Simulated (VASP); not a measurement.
# YAl2N3 (R-3m) in VASP: notebook

Runs on YAl2N3. Level: PBE. Tasks: single point.

All numbers are computed with VASP 6.6.1; they aren't measurements. Logs are shortened: lines on timing, memory, paths and dates and some standing lists are left out, and cuts for length are marked.

### 1 The cell of the first run

Symmetry: R-3m, No. 166, trigonal system. The conventional cell has a = 5.235 Å, b = 5.235 Å, c = 11.237 Å, α = 90.00°, β = 90.00°, γ = 120.00°. Y (site symmetry -3m) has 6 N at 2.41 Å and 6 Al at 3.04 Å within 3.2 Å. Al (site symmetry 3m) has 3 N at 2.15 Å within 2.8 Å. Within 2.8 Å of N (site symmetry 2/m) lie 2 Al at 2.15 Å and 2 Y at 2.41 Å and 4 N at 2.62 Å.

### 2 Single point, PBE

Contents of INCAR:

```
SYSTEM = YAl2N3
PREC = Accurate
ENCUT = 520
EDIFF = 1E-6
ISMEAR = 0
SIGMA = 0.1
LREAL = .FALSE.
LASPH = .TRUE.
NELM = 100
ALGO = Normal
ISIF = 2
LWAVE = .FALSE.
LCHARG = .FALSE.
GGA = PE
NBANDS = 25
```

Contents of KPOINTS:

```
regular mesh
0
G
  6 6 6
  0 0 0
```

Contents of POSCAR:

```
YAl2N3
1.0
    2.6174214100      1.5111689600      3.7456416800
   -2.6174214100      1.5111689600      3.7456416800
    0.0000000000     -3.0223379100      3.7456416800
Y Al N
1 2 3
Direct
    0.5000000000      0.5000000000      0.5000000000
    0.8027027100      0.8027027100      0.8027027100
    0.1972972900      0.1972972900      0.1972972900
    0.5000000000      0.5000000000      0.0000000000
    0.0000000000      0.5000000000      0.5000000000
    0.5000000000      0.0000000000      0.5000000000
```

Potentials or basis: VASP PAW PBE potentials, release 64 (Y_sv, Al, N).

Started as:

```bash
cat potpaw_PBE.64/Y_sv/POTCAR potpaw_PBE.64/Al/POTCAR potpaw_PBE.64/N/POTCAR > POTCAR
mpirun -np 1 vasp_std > vasp.out
```

OUTCAR:

```text
SYSTEM = YAl2N3
   PREC = Accurate
   ENCUT = 520
   EDIFF = 1E-6
   ISMEAR = 0
   LREAL = .FALSE.
   LASPH = .TRUE.
   NELM = 100
   ISIF = 2
   GGA = PE

 ion  position               nearest neighbor table
   1  0.500  0.500  0.500-   4 2.41   4 2.41   6 2.41   5 2.41   6 2.41   5 2.41   2 3.04   3 3.04
                             2 3.04   3 3.04   2 3.04   3 3.04   3 3.40   2 3.40
   2  0.803  0.803  0.803-   5 2.15   6 2.15   4 2.15   1 3.04   1 3.04   1 3.04   3 3.10   3 3.10
                             3 3.10   1 3.40
   3  0.197  0.197  0.197-   5 2.15   6 2.15   4 2.15   1 3.04   1 3.04   1 3.04   2 3.10   2 3.10
                             2 3.10   1 3.40
   4  0.500  0.500  0.000-   2 2.15   3 2.15   1 2.41   1 2.41
   5  0.000  0.500  0.500-   2 2.15   3 2.15   1 2.41   1 2.41
   6  0.500  0.000  0.500-   2 2.15   3 2.15   1 2.41   1 2.41

  LATTYP: Found a trigonal (rhomboedric) cell.
 ALAT       =     4.8129365317
 COS(alpha) =     0.4084968968

  Lattice vectors:

 A1 = (   2.6174214100,   1.5111689600,   3.7456416800)
 A2 = (  -2.6174214100,   1.5111689600,   3.7456416800)
 A3 = (   0.0000000000,  -3.0223379100,   3.7456416800)

Analysis of symmetry for initial positions (statically):
=====================================================================
 Subroutine PRICEL returns:
 Original cell was already a primitive cell.

 Routine SETGRP: Setting up the symmetry group for a
 trigonal (rhombohedral) supercell.

 Subroutine GETGRP returns: Found 12 space group operations
 (whereof 12 operations were pure point group operations)
 out of a pool of 12 trial point group operations.

The static configuration has the point symmetry D_3d.

Analysis of symmetry for dynamics (positions and initial velocities):
=====================================================================
 Subroutine PRICEL returns:
 Original cell was already a primitive cell.

 Routine SETGRP: Setting up the symmetry group for a
 trigonal (rhombohedral) supercell.

 Subroutine GETGRP returns: Found 12 space group operations
 (whereof 12 operations were pure point group operations)
 out of a pool of 12 trial point group operations.

The dynamic configuration has the point symmetry D_3d.

 Subroutine INISYM returns: Found 12 space group operations
 (whereof 12 operations are pure point group operations),
 and found     1 'primitive' translations

----------------------------------------------------------------------------------------

                                     Primitive cell

  volume of cell :      88.8923

  direct lattice vectors                    reciprocal lattice vectors
     2.617421410  1.511168960  3.745641680     0.191027703  0.110289896  0.088992317
    -2.617421410  1.511168960  3.745641680    -0.191027703  0.110289896  0.088992317
     0.000000000 -3.022337910  3.745641680     0.000000000 -0.220579791  0.088992318

  length of vectors
     4.812936532  4.812936532  4.812936530     0.237855160  0.237855160  0.237855160

  position of ions in fractional coordinates (direct lattice)
     0.500000000  0.500000000  0.500000000
     0.802702710  0.802702710  0.802702710
     0.197297290  0.197297290  0.197297290
     0.500000000  0.500000000  0.000000000
     0.000000000  0.500000000  0.500000000
     0.500000000  0.000000000  0.500000000

  ion indices of the primitive-cell ions
   primitive index   ion index
                 1           1
                 2           2
                 3           3
                 4           4
                 5           5
                 6           6

----------------------------------------------------------------------------------------

 KPOINTS: regular mesh

Automatic generation of k-mesh.
 Grid dimensions read from file:
 generate k-points for:    6    6    6

 Generating k-lattice:

  Cartesian coordinates                     Fractional coordinates (reciprocal lattice)
     0.031837951  0.018381649  0.014832053     0.166666667 -0.000000000 -0.000000000
    -0.031837951  0.018381649  0.014832053    -0.000000000  0.166666667 -0.000000000
     0.000000000 -0.036763299  0.014832053     0.000000000  0.000000000  0.166666667

  Length of vectors
     0.039642527  0.039642527  0.039642527

  Shift w.r.t. Gamma in fractional coordinates (k-lattice)
     0.000000000  0.000000000  0.000000000

 Subroutine IBZKPT returns following result:
 ===========================================

 Found     32 irreducible k-points:

 Following reciprocal coordinates:
            Coordinates               Weight
  0.000000  0.000000  0.000000      1.000000
  0.166667 -0.000000  0.000000      6.000000
  0.333333 -0.000000  0.000000      6.000000
  0.500000 -0.000000  0.000000      3.000000
  0.166667  0.166667  0.000000      6.000000
  0.333333  0.166667  0.000000     12.000000
[... 16 lines left out ...]
  0.500000  0.500000  0.166667      6.000000
 -0.333333  0.500000  0.166667     12.000000
 [... further k-points ...]
   k-points           NKPTS =     32   k-points in BZ     NKDIM =     32   number of bands    NBANDS=     25
   number of dos      NEDOS =    301   number of ions     NIONS =      6
   total plane-waves  NPLWV =  46656
   dimension x,y,z NGX =    36 NGY =   36 NGZ =   36
   dimension x,y,z NGXF=    72 NGYF=   72 NGZF=   72
   ions per type =               1   2   3
   NGX,Y,Z   is equivalent  to a cutoff of  12.43, 12.43, 12.43 a.u.
   NGXF,Y,Z  is equivalent  to a cutoff of  24.87, 24.87, 24.87 a.u.
 SYSTEM =  YAl2N3
   PREC   = accura    normal or accurate (medium, high low for compatibility)
   ISTART =      0    job   : 0-new  1-cont  2-samecut
   ICHARG =      2    charge: 1-file 2-atom 10-const
   ISPIN  =      1    spin polarized calculation?
   LNONCOLLINEAR =      F non collinear calculations
   LSORBIT =      F    spin-orbit coupling
   LASPH  =      T    aspherical Exc in radial PAW
   ENCUT  =  520.0 eV  38.22 Ry    6.18 a.u.   8.95  8.95  8.95*2*pi/ulx,y,z
   NELM   =    100;   NELMIN=  2; NELMDL= -5     # of ELM steps
   EDIFF  = 0.1E-05   stopping-criterion for ELM
   LREAL  =      F    real-space projection
   EDIFFG = 0.1E-04   stopping-criterion for IOM
   NSW    =      0    number of steps for IOM
   IBRION =     -1    ionic relax: 0-MD 1-quasi-New 2-CG
   NFREE  =      0    steps in history (QN), initial steepest desc. (CG)
   ISIF   =      2    stress and relaxation
   ISYM   =      2    0-nonsym 1-usesym 2-fastsym
   POTIM  = 0.5000    time-step for ionic-motion
   TEBEG  =    0.0;   TEEND  =   0.0 temperature during run
   PSTRESS=    0.0 pullay stress
   NELECT =      32.0000    total number of electrons
   NUPDOWN=      -1.0000    fix difference up-down
   EMIN   =  10.00;   EMAX   =-10.00  energy-range for DOS
   EFERMI =   0.00;   METHOD = LEGACY
   ISMEAR =     0;   SIGMA  =   0.10  broadening in eV -4-tet -1-fermi 0-gaus
   EFERMI_NEDOS =   21; number of points for ismear=-14 and -15
   IALGO  =     38    algorithm
   IMIX   =      4    mixing-type and parameters
     AMIX     =   0.40;   BMIX     =  1.00
     AMIX_MAG =   1.60;   BMIX_MAG =  1.00
  volume/ion in A,a.u.               =      14.82        99.98
  Fermi-wavevector in a.u.,A,eV,Ry     =   1.164582  2.200741 18.452921  1.356251
  Thomas-Fermi vector in A             =   2.301118
   LORBIT       =      0    0 simple, 1 ext, 2 COOP (PROOUT), +10 PAW based schemes
   GGA     = PE    functional components
   LHFCALC =     F    Hartree Fock is set to
   AEXX    =    0.0000 exact exchange contribution
   IVDW    =     0    specifies the selected vdW correction
   LEPSILON=     F    determine dielectric tensor
   LRPA    =     F    only Hartree local field effects (RPA)
 non-spin polarized calculation
 Gauss-broadening in eV      SIGMA  =   0.10
  energy-cutoff  :      520.00
  volume of cell :       88.89
 maximum number of plane-waves:      2416
   NGX = 17   NGY = 17   NGZ = 17

 number of electron      32.0000002 magnetization

 Free energy of the ion-electron system (eV)
  ---------------------------------------------------
  ext. energy  EPLUGINS =         0.00000000
  ---------------------------------------------------
  free energy    TOTEN  =       -36.38488574 eV

  energy without entropy =      -36.37186914  energy(sigma->0) =      -36.37837744

 E-fermi :   4.4732     XC(G=0): -10.2069

 val. band max:        4.4581719590   @ k =   0.5000   0.5000   0.1667
 cond. band min:       4.4783419928   @ k =   0.5000   0.5000   0.0000
 fundamental gap:      0.0201700337
 Fermi energy:         4.4732239772

 k-point     1 :       0.0000    0.0000    0.0000
  band No.  band energies     occupation
      1     -36.6925      2.00000
      2     -16.9520      2.00000
      3     -16.9520      2.00000
      4     -16.7126      2.00000
      5     -10.4670      2.00000
      6      -8.2683      2.00000
[... 17 lines left out ...]
     24      10.5786      0.00000
     25      11.1922      0.00000

 k-point     2 :       0.1667   -0.0000    0.0000
  band No.  band energies     occupation
      1     -36.6921      2.00000
      2     -16.9696      2.00000
      3     -16.9523      2.00000
      4     -16.7294      2.00000
      5     -10.3230      2.00000
      6      -8.3412      2.00000
[... 17 lines left out ...]
     24      10.4515      0.00000
     25      10.8541      0.00000

 k-point     3 :       0.3333   -0.0000    0.0000
  band No.  band energies     occupation
      1     -36.6915      2.00000
      2     -17.0095      2.00000
      3     -16.9528      2.00000
      4     -16.7561      2.00000
      5     -10.0044      2.00000
      6      -8.5094      2.00000
[... 552 lines left out ...]
 k-point    23 :       0.5000    0.5000    0.1667
  band No.  band energies     occupation
      1     -36.6900      2.00000
      2     -17.0134      2.00000
      3     -17.0116      2.00000
      4     -16.8616      2.00000
      5      -9.3405      2.00000
      6      -8.6364      2.00000
[... 17 lines left out ...]
     24      11.3373      0.00000
     25      11.8258      0.00000

 k-point    24 :      -0.3333    0.5000    0.1667
  band No.  band energies     occupation
      1     -36.6902      2.00000
      2     -17.0158      2.00000
      3     -17.0020      2.00000
      4     -16.8464      2.00000
      5      -9.1388      2.00000
      6      -8.9893      2.00000
[... 17 lines left out ...]
     24      11.2956      0.00000
     25      11.7658      0.00000

 [... further k-points ...]
[... 5 lines left out ...]
  --------------------------------------------------------------------------------------
  -------------------------------------------------------------------------------------
  Total        1.3525313      1.3525313    -12.2768468      0.0000000     -0.0000000      0.0000000
  in kB       24.3777576     24.3777576   -221.2754673      0.0000000     -0.0000002      0.0000000
  external PRESSURE =     -57.5066507 kB  Pullay stress =       0.0000000 kB

 VOLUME and BASIS-vectors are now :
 -----------------------------------------------------------------------------
  energy-cutoff  :      520.00
  volume of cell :       88.89
      direct lattice vectors                 reciprocal lattice vectors
     2.617421410  1.511168960  3.745641680     0.191027703  0.110289896  0.088992317
    -2.617421410  1.511168960  3.745641680    -0.191027703  0.110289896  0.088992317
     0.000000000 -3.022337910  3.745641680     0.000000000 -0.220579791  0.088992318

 POSITION                                       TOTAL-FORCE (eV/Angst)
 -----------------------------------------------------------------------------------
      0.00000      0.00000      5.61846        -0.000000      0.000000     -0.000000
      0.00000      0.00000      9.01991        -0.000000     -0.000000     -3.529506
      0.00000      0.00000      2.21701        -0.000000      0.000000      3.529506
      0.00000      1.51117      3.74564         0.000000      0.000000     -0.000000
     -1.30871     -0.75558      3.74564        -0.000000      0.000000      0.000000
      1.30871     -0.75558      3.74564         0.000000      0.000000     -0.000000
 -----------------------------------------------------------------------------------
    total drift:                               -0.000000     -0.000000      0.000000

  FREE ENERGIE OF THE ION-ELECTRON SYSTEM (eV)
  ---------------------------------------------------
  free  energy   TOTEN  =       -36.3848857388 eV

  energy  without entropy=      -36.3718691383  energy(sigma->0) =      -36.37837744
```

Wall time 49 s (1 thread of Intel Xeon Platinum 8559C (Emerald Rapids), shared host); peak memory 0.25 GiB.

What came out:

* Free energy: -36.3849 eV
* Pressure: -5.8 GPa
* Largest force: 3.530 eV/Å
* Band gap on the k mesh: zero (band 16 reaches 4.85 eV, above the bottom of band 17 at 3.95 eV)

Forces on the atoms (eV/Å):
```
Y    0.000  0.000  0.000
Al   0.000  0.000 -3.530
Al   0.000  0.000  3.530
N    0.000  0.000  0.000
N    0.000  0.000  0.000
N    0.000  0.000  0.000
```

Caveat: forces of over 1 eV/Å act on the atoms, so gaps and moduli don't describe the material at rest.

### 3 Single point, PBE

This run uses another cell than the first one, of 17.45 Å³/atom, 1.178 times its volume.

Contents of INCAR:

```
PREC = Accurate
ENCUT = 520
EDIFF = 1E-7
ISMEAR = 0
SIGMA = 0.1
LREAL = False
LASPH = True
NELM = 80
ALGO = Normal
ISIF = 2
LWAVE = False
LCHARG = True
GGA = PE
LELF = True
LVHAR = True
NBANDS = 25
```

Contents of KPOINTS:

```
Automatic mesh
0
Gamma
  6 6 6
```

Contents of POSCAR:

```
YAl2N3
1.0
    2.8762568535      1.6606076703      3.6528384651
   -2.8762568535      1.6606076703      3.6528384651
    0.0000000000     -3.3212153357      3.6528384674
Y Al N
1 2 3
Direct
    0.5000000000      0.5000000000      0.5000000000
    0.7370275410      0.7370275410      0.7370275410
    0.2629724590      0.2629724590      0.2629724590
    0.5000000000      0.5000000000      0.0000000000
    0.0000000000      0.5000000000      0.5000000000
    0.5000000000      0.0000000000      0.5000000000
```

Potentials or basis: VASP PAW PBE potentials, release 64 (Y_sv, Al, N).

Started as:

```bash
cat potpaw_PBE.64/Y_sv/POTCAR potpaw_PBE.64/Al/POTCAR potpaw_PBE.64/N/POTCAR > POTCAR
mpirun -np 1 vasp_std > vasp.out
```

It took 92 s on 1 thread of Intel Xeon Platinum 8559C (Emerald Rapids), shared host; peak memory 0.29 GiB.

It converged, with:

* Free energy: -41.0865 eV
* Pressure: 0.0 GPa
* Largest force: 0.013 eV/Å
* Band gap on the k mesh: zero (band 16 reaches 3.61 eV, above the bottom of band 17 at 2.85 eV)

Forces on the atoms (eV/Å):
```
Y    0.000  0.000  0.000
Al   0.000  0.000 -0.013
Al   0.000  0.000  0.013
N    0.000  0.000  0.000
N    0.000  0.000  0.000
N    0.000  0.000  0.000
```

Stress tensor (GPa, compression positive):
```
 0.10  0.00  0.00
 0.00  0.10  0.00
 0.00  0.00 -0.11
```

Levels at points of the mesh, in eV from the Fermi level:
```csv
k point,band 12,band 13,band 14,band 15,band 16,band 17,band 18,band 19,band 20,band 21
"(0.00, 0.00, 0.00)",-2.16,-2.14,-1.79,-0.46,-0.46,0.45,1.89,1.89,3.00,3.19
"(0.50, 0.00, 0.00)",-2.99,-1.70,-1.63,-1.49,-0.32,-0.16,1.42,3.31,3.93,4.14
"(0.50, 0.50, 0.00)",-2.80,-2.54,-2.04,-1.65,-0.22,1.26,2.13,3.11,4.00,4.42
"(0.50, 0.50, 0.50)",-2.93,-2.93,-1.19,-1.19,0.60,1.02,2.25,4.61,4.61,4.91
```
